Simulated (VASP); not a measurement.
# Ag (Fm-3m) in VASP: a series of runs, part 2 of 2

VASP 6.6.1. The steps go on from the part before.

**3. Single point, PBEsol**

This run uses another cell than the first one, of 17.06 Å³/atom, 1.024 times its volume.

INCAR reads:

```
SYSTEM = Ag
  ALGO = Normal
  EDIFF = 1E-6
  ENCUT = 500
  GGA = PS
  GGA_COMPAT = .False.
  ISIF = 2
  ISMEAR = 0
  LASPH = .True.
  LCHARG = .False.
  LREAL = .False.
  LWAVE = .False.
  NBANDS = 12
  NELM = 120
  PREC = Accurate
  SIGMA = 0.1
```

KPOINTS reads:

```
k-points
0
Gamma
  8 8 8
  0 0 0
```

POSCAR reads:

```
Ag
1.0
    0.0000000000      2.0431000000      2.0431000000
    2.0431000000      0.0000000000      2.0431000000
    2.0431000000      2.0431000000      0.0000000000
Ag
1
Direct
    0.0000000000      0.0000000000      0.0000000000
```

Potentials or basis: VASP PAW PBE potentials, release 64 (Ag).

Launch:

```
$ cat potpaw_PBE.64/Ag/POTCAR > POTCAR
$ mpirun -np 1 vasp_std > vasp.out
```

OUTCAR:

```text
SYSTEM = Ag
   EDIFF = 1E-6
   ENCUT = 500
   GGA = PS
   ISIF = 2
   ISMEAR = 0
   LASPH = .True.
   LREAL = .False.
   NELM = 120
   PREC = Accurate

 ion  position               nearest neighbor table
   1  0.000  0.000  0.000-

  LATTYP: Found a face centered cubic cell.
 ALAT       =     4.0862000000

  Lattice vectors:

 A1 = (   0.0000000000,   2.0431000000,   2.0431000000)
 A2 = (   2.0431000000,   0.0000000000,   2.0431000000)
 A3 = (   2.0431000000,   2.0431000000,   0.0000000000)

Analysis of symmetry for initial positions (statically):
=====================================================================
 Subroutine PRICEL returns:
 Original cell was already a primitive cell.

 Routine SETGRP: Setting up the symmetry group for a
 face centered cubic supercell.

 Subroutine GETGRP returns: Found 48 space group operations
 (whereof 48 operations were pure point group operations)
 out of a pool of 48 trial point group operations.

The static configuration has the point symmetry O_h .

Analysis of symmetry for dynamics (positions and initial velocities):
=====================================================================
 Subroutine PRICEL returns:
 Original cell was already a primitive cell.

 Routine SETGRP: Setting up the symmetry group for a
 face centered cubic supercell.

 Subroutine GETGRP returns: Found 48 space group operations
 (whereof 48 operations were pure point group operations)
 out of a pool of 48 trial point group operations.

The dynamic configuration has the point symmetry O_h .

 Subroutine INISYM returns: Found 48 space group operations
 (whereof 48 operations are pure point group operations),
 and found     1 'primitive' translations

----------------------------------------------------------------------------------------

                                     Primitive cell

[... 109 lines left out ...]
  volume/ion in A,a.u.               =      17.06       115.11
  Fermi-wavevector in a.u.,A,eV,Ry     =   1.414402  2.672832 27.218893  2.000532
  Thomas-Fermi vector in A             =   2.535948
   LORBIT       =      0    0 simple, 1 ext, 2 COOP (PROOUT), +10 PAW based schemes
   GGA     = PS    functional components
   LHFCALC =     F    Hartree Fock is set to
   AEXX    =    0.0000 exact exchange contribution
   IVDW    =     0    specifies the selected vdW correction
   LEPSILON=     F    determine dielectric tensor
   LRPA    =     F    only Hartree local field effects (RPA)
 non-spin polarized calculation
 Gauss-broadening in eV      SIGMA  =   0.10
  energy-cutoff  :      500.00
  volume of cell :       17.06
 maximum number of plane-waves:       445
 NGX is ok and might be reduce to    24
   NGX = 11   NGY = 11   NGZ = 11

 number of electron      10.9999999 magnetization

 Free energy of the ion-electron system (eV)
  ---------------------------------------------------
  ext. energy  EPLUGINS =         0.00000000
  ---------------------------------------------------
  free energy    TOTEN  =        -3.27610365 eV

  energy without entropy =       -3.27306929  energy(sigma->0) =       -3.27458647

 E-fermi :   8.0195     XC(G=0): -12.4087

 val. band max:        7.9449179250   @ k =   0.5000   0.2500   0.1250
 cond. band min:       8.4243745848   @ k =   0.5000   0.3750   0.1250
 fundamental gap:      0.4794566597
 Fermi energy:         8.0194871236

 k-point     1 :       0.0000    0.0000    0.0000
  band No.  band energies     occupation
      1       0.3991      2.00000
      2       3.4650      2.00000
      3       3.4650      2.00000
      4       3.4650      2.00000
      5       4.5119      2.00000
      6       4.5119      2.00000
      7      24.2105      0.00000
      8      27.7817      0.00000
      9      27.7817      0.00000
     10      27.7817      0.00000
     11      32.5991      0.00000
     12      33.7245      0.00000
[... 331 lines left out ...]
 k-point    24 :      -0.3750    0.2500    0.1250
  band No.  band energies     occupation
      1       2.5129      2.00000
      2       3.0093      2.00000
      3       3.8887      2.00000
      4       4.0719      2.00000
      5       5.2343      2.00000
      6      10.4840      0.00000
      7      12.1470      0.00000
      8      20.5899      0.00000
      9      20.7699      0.00000
     10      26.6710      0.00000
     11      31.4379      0.00000
     12      35.4860      0.00000

 [... further k-points ...]
[... 5 lines left out ...]
  --------------------------------------------------------------------------------------
  -------------------------------------------------------------------------------------
  Total       -0.2345681     -0.2345681     -0.2345681      0.0000000      0.0000000      0.0000000
  in kB      -22.0333550    -22.0333550    -22.0333550      0.0000000      0.0000000      0.0000000
  external PRESSURE =     -22.0333550 kB  Pullay stress =       0.0000000 kB

 VOLUME and BASIS-vectors are now :
 -----------------------------------------------------------------------------
  energy-cutoff  :      500.00
  volume of cell :       17.06
      direct lattice vectors                 reciprocal lattice vectors
     0.000000000  2.043100000  2.043100000    -0.244726151  0.244726151  0.244726151
     2.043100000  0.000000000  2.043100000     0.244726151 -0.244726151  0.244726151
     2.043100000  2.043100000  0.000000000     0.244726151  0.244726151 -0.244726151

 POSITION                                       TOTAL-FORCE (eV/Angst)
 -----------------------------------------------------------------------------------
      0.00000      0.00000      0.00000         0.000000      0.000000      0.000000
 -----------------------------------------------------------------------------------
    total drift:                               -0.000000      0.000000     -0.000000

  FREE ENERGIE OF THE ION-ELECTRON SYSTEM (eV)
  ---------------------------------------------------
  free  energy   TOTEN  =        -3.2761036530 eV

  energy  without entropy=       -3.2730692873  energy(sigma->0) =       -3.27458647
```

It took 5.3 s on 1 thread of Intel Xeon Platinum 8488C (Sapphire Rapids), shared host; peak memory 0.13 GiB.

What came out:

```yaml
Free_energy: -3.2761 eV
Pressure: -2.2 GPa
```

Levels at points of the mesh, in eV from the Fermi level:
```
           k point  band 4  band 5  band 6  band 7  band 8  band 9
(0.00, 0.00, 0.00)   -4.55   -3.51   -3.51   16.19   19.76   19.76
(0.50, 0.00, 0.00)   -2.71   -2.71   -0.25    3.79   15.42   18.02
(0.50, 0.50, 0.00)   -2.50   -2.50    1.75    6.92   10.81   10.81
```

Caveat: the PAW data sets were made with another functional, which shifts forces and pressure a little.

**4. Single point, PBEsol**

INCAR reads:

```
PREC = Accurate
ENCUT = 500
EDIFF = 1E-6
ISMEAR = 0
SIGMA = 0.1
LREAL = False
LASPH = True
NELM = 120
ALGO = Normal
ISIF = 2
LWAVE = False
LCHARG = False
GGA = PS
NBANDS = 12
GGA_COMPAT = False
```

KPOINTS reads:

```
Automatic mesh
0
Gamma
  18 18 18
```

POSCAR reads:

```
Ag
1.0
    0.0000000000      2.0272070344      2.0272070344
    2.0272070344      0.0000000000      2.0272070344
    2.0272070344      2.0272070344      0.0000000000
Ag
1
Direct
    0.0000000000      0.0000000000      0.0000000000
```

Launch:

```
$ cat potpaw_PBE.64/Ag/POTCAR > POTCAR
$ mpirun -np 1 vasp_std > vasp.out
```

It took 10 s on 1 thread of Intel Xeon 6975P-C (Granite Rapids), shared host; peak memory 0.17 GiB.

It converged, with:

| Quantity | Value |
| --- | --- |
| Free energy | -3.3121 eV |
| Pressure | -0.2 GPa |

Levels at points of the mesh, in eV from the Fermi level:
| k point | band 4 | band 5 | band 6 | band 7 | band 8 | band 9 |
| --- | --- | --- | --- | --- | --- | --- |
| (0.00, 0.00, 0.00) | -4.81 | -3.71 | -3.71 | 16.08 | 19.79 | 19.79 |
| (0.50, 0.00, 0.00) | -2.88 | -2.88 | -0.47 | 3.76 | 15.32 | 18.10 |
| (0.50, 0.50, 0.00) | -2.67 | -2.67 | 1.57 | 6.95 | 10.77 | 10.77 |

Caveat: the PAW data sets were made with another functional, which shifts forces and pressure a little.

**5. The runs side by side**

```tsv
cell	k mesh	cutoff (eV)	smearing	gap on the mesh (eV)	pressure (GPa)
a = 2.867 Å, angles 60.0°, 1 atom	28 × 28 × 28	520	gaussian 0.15 eV	none	-0.3
a = 2.889 Å, angles 60.0°, 1 atom	8 × 8 × 8	500	gaussian 0.1 eV	none	-2.2
a = 2.867 Å, angles 60.0°, 1 atom	18 × 18 × 18	500	gaussian 0.1 eV	none	-0.2
```

Alike in all rows: task single point; level PBEsol; potentials or basis VASP PAW PBE potentials, release 64 (Ag); no spin polarisation.

Caveats: the PAW data sets were made with another functional, which shifts forces and pressure a little.

Absolute energies hang on the potentials; compare differences alone.
